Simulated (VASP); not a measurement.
Here is a VASP 6.6.1 calculation.

Contents of INCAR:

```
  ALGO = Normal
  EDIFF = 1E-7
  ENCUT = 520
  GGA = RE
  ISIF = 2
  ISMEAR = 0
  ISYM = 0
  LASPH = T
  LCHARG = F
  LREAL = F
  LWAVE = F
  NBANDS = 14
  NELM = 100
  PREC = Accurate
  SIGMA = 0.01
```

The input KPOINTS:

```
Automatic mesh
0
Gamma
  6 6 6
  0.5 0.5 0.5
```

POSCAR

```
NaI
1.0
   -0.0005237863      3.0887466660      3.0887466660
    3.0887466660     -0.0005237863      3.0887466660
    3.0887466660      3.0887466660     -0.0005237863
Na I
1 1
Direct
    0.0000000000      0.0000000000      0.0000000000
    0.5000000000      0.5000000000      0.5000000000
```

Potentials or basis: VASP PAW PBE potentials, release 64 (Na_pv, I).

The run is started by

```console
$ cat potpaw_PBE.64/Na_pv/POTCAR potpaw_PBE.64/I/POTCAR > POTCAR
$ mpirun -np 1 vasp_std > vasp.out
```

Q: What does it give for the band gap on the k mesh?

A: 4.58 eV, direct.

Q: What does it give for the pressure?

A: 5.0 GPa.

Caveat: the PAW data sets were made with another functional, which shifts forces and pressure a little; spin-orbit coupling is left out, which moves the levels of the heavy elements. Expect the measured gap to be larger: semilocal functionals such as revPBE lack the derivative discontinuity.
